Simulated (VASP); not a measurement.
# Te2Mo: single point with r2SCAN

Te2Mo:

```
CELL_PARAMETERS angstrom
-3.56355 0.00000 0.00000
-1.78177 -3.08612 0.00000
-2.67266 -1.54306 14.72622
ATOMIC_POSITIONS crystal
Te 0.01909 0.01909 0.62848
Te 0.60242 0.60242 0.12848
Te 0.89758 0.89758 0.87152
Te 0.48091 0.48091 0.37152
Mo 0.20833 0.20833 0.25000
Mo 0.29167 0.29167 0.75000
```

```yaml
Program: VASP 6.6.1
Task: single point
Functional: r2SCAN
Potentials_or_basis: VASP PAW PBE potentials, release 64 (Te, Mo_sv)
Cutoff: 520 eV
k_mesh: 9 × 9 × 2
Occupations: gaussian, width 0.05 eV
Spin: no spin polarisation
```

```
Pressure               : 0.4 GPa
Largest force          : 0.122 eV/Å
Band gap on the k mesh : 1.03 eV, indirect (least direct gap 1.08 eV)
```

Forces on the atoms (eV/Å):
```
Te   0.000  0.000 -0.030
Te   0.052  0.030  0.106
Te  -0.052 -0.030 -0.106
Te   0.000  0.000  0.030
Mo   0.013  0.008  0.015
Mo  -0.013 -0.008 -0.015
```

Stress tensor (GPa, compression positive):
```
0.19 0.07 0.29
0.07 0.11 0.17
0.29 0.17 0.82
```

Levels at points of the mesh, in eV from the valence-band top:
```csv
k point,band 23,band 24,band 25,band 26,band 27,band 28,band 29,band 30
"(0.00, 0.00, 0.00)",-1.10,-0.82,-0.71,0.00,3.04,3.06,3.06,3.08
"(0.00, 0.00, 0.50)",-1.10,-1.09,-0.16,-0.14,3.03,3.05,3.07,3.10
```

Wall time 17 min on 1 thread of Intel(R) Xeon(R) Platinum 8259CL CPU @ 2.50GHz (Skylake/Cascade Lake) (shared host), peak memory 0.46 GiB.

Caveat: the PAW data sets were made with another functional, which shifts forces and pressure a little; spin-orbit coupling is left out, which moves the levels of the heavy elements. r2SCAN opens gaps a little over a GGA but as a rule still falls short of measured ones.
